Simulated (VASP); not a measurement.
GaN: single point with r2SCAN

The system is GaN.

```xyz
2
Lattice="0.0000 2.2490 2.2490 2.2490 0.0000 2.2490 2.2490 2.2490 0.0000" Properties=species:S:1:pos:R:3 pbc="T T T"
Ga    0.0000    0.0000    0.0000
N     3.3734    3.3734    3.3734
```

| Item | Value |
| --- | --- |
| Program | VASP 6.6.1 |
| Task | single point |
| Functional | r2SCAN |
| Potentials or basis | VASP PAW PBE potentials, release 64 (Ga_d, N_h) |
| Cutoff | 910 eV |
| k mesh | 8 × 8 × 8 |
| Occupations | fermi-dirac, width 0.02 eV |
| Spin | no spin polarisation |
| Dipole correction | no |
| Second run | hard_potentials |
| Further INCAR settings | ALGO = Normal; EDIFF = 1e-06; NBANDS = 16 |

```yaml
Pressure: 1.0 GPa
Band_gap_on_the_k_mesh: 2.16 eV, direct
```

Levels at points of the mesh, in eV from the valence-band top:
| k point | band 7 | band 8 | band 9 | band 10 | band 11 | band 12 |
| --- | --- | --- | --- | --- | --- | --- |
| (0.00, 0.00, 0.00) | 0.00 | 0.00 | 0.00 | 2.16 | 11.04 | 11.04 |
| (0.50, 0.00, 0.00) | -7.19 | -1.00 | -1.00 | 5.20 | 9.47 | 11.03 |
| (0.50, 0.50, 0.00) | -6.24 | -2.80 | -2.80 | 3.77 | 7.28 | 12.62 |

Wall time 60 s on 1 thread of AMD EPYC 9R45 96-Core Processor (Zen 5) (shared host), peak memory 0.17 GiB.

Caveat: the cutoff is under 1.25 times the usual one of these potentials, so pressure, stress and relaxed cells hold a basis-set (Pulay) error; the PAW data sets were made with another functional, which shifts forces and pressure a little. r2SCAN opens gaps a little over a GGA but as a rule still falls short of measured ones.
